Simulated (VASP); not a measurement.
YbGe2:

```xyz
3
Lattice="4.1217 0.0000 0.0000 -2.0609 3.5695 0.0000 0.0000 0.0000 4.4628" Properties=species:S:1:pos:R:3 pbc="T T T"
Yb    0.0000    0.0000    0.0000
Ge    0.0000    2.3797    2.2314
Ge    2.0609    1.1898    2.2314
```

| Item | Value |
| --- | --- |
| Program | VASP 6.6.1 |
| Task | relaxation of cell and atoms |
| Functional | PBEsol |
| Potentials or basis | VASP PAW PBE potentials, release 64 (Yb, Ge_d) |
| Cutoff | 600 eV |
| k mesh | 10 × 10 × 8 |
| Occupations | gaussian, width 0.05 eV |
| Spin | no spin polarisation |

At the start: pressure 0.5 GPa; volume 21.89 Å³/atom.

Question: Where does the relaxation end?

Answer: Over 25 steps the energy falls by 125.4 meV/atom and the volume is 20.83 Å³/atom (-4.8 %); space group P6/mmm (No. 191, to 0.05 Å).

The path:
| step | energy change (eV) | largest force (eV/Å) | pressure (GPa) | volume (Å³) |
| --- | --- | --- | --- | --- |
| 1 | 0.0000 | 0.0000 | 0.52 | 65.66 |
| 2 | -0.2811 | 0.0000 | -1.96 | 66.12 |
| 3 | -0.3312 | 0.0000 | -2.68 | 66.16 |
| 4 | -0.3395 | 0.0000 | -3.32 | 66.19 |
| 5 | -0.3732 | 0.0000 | 3.79 | 61.54 |
| 6 | -0.3745 | 0.0000 | 0.22 | 62.89 |
| 7 | -0.3731 | 0.0000 | -0.74 | 63.26 |
| 8 | -0.3739 | 0.0000 | -0.55 | 63.05 |
| 9 | -0.3742 | 0.0000 | -0.51 | 62.98 |
| 10 | -0.3754 | 0.0000 | -0.13 | 62.81 |
| 11 | -0.3754 | 0.0000 | -0.50 | 62.82 |
| 12 | -0.3762 | 0.0000 | 0.21 | 62.19 |
| 13 | -0.3762 | 0.0000 | 0.89 | 62.33 |
| 14 | -0.3758 | 0.0000 | -0.18 | 62.64 |
| 15 | -0.3760 | 0.0000 | 0.62 | 62.55 |
| 16 | -0.3759 | 0.0000 | 0.00 | 62.62 |
| 17 | -0.3759 | 0.0000 | -0.06 | 62.61 |
| 18 | -0.3759 | 0.0000 | 0.16 | 62.58 |
| 19 | -0.3759 | 0.0000 | -0.26 | 62.60 |
| 20 | -0.3759 | 0.0000 | -0.17 | 62.59 |
| 21 | -0.3761 | 0.0000 | 0.29 | 62.52 |
| 22 | -0.3761 | 0.0000 | -0.40 | 62.52 |
| 23 | -0.3761 | 0.0000 | 0.35 | 62.52 |
| 24 | -0.3761 | 0.0000 | -0.57 | 62.52 |
| 25 | -0.3761 | 0.0000 | 0.03 | 62.50 |

Final structure:
```xyz
3
Lattice="4.3020 0.0000 0.0000 -2.1510 3.7256 0.0000 0.0000 0.0000 3.8994" Properties=species:S:1:pos:R:3 pbc="T T T"
Yb    0.0000    0.0000    0.0000
Ge    0.0000    2.4837    1.9497
Ge    2.1510    1.2419    1.9497
```

Caveat: the PAW data sets were made with another functional, which shifts forces and pressure a little; without U or exact exchange the open f shell lies at the Fermi level, which spoils levels, moments and volumes.
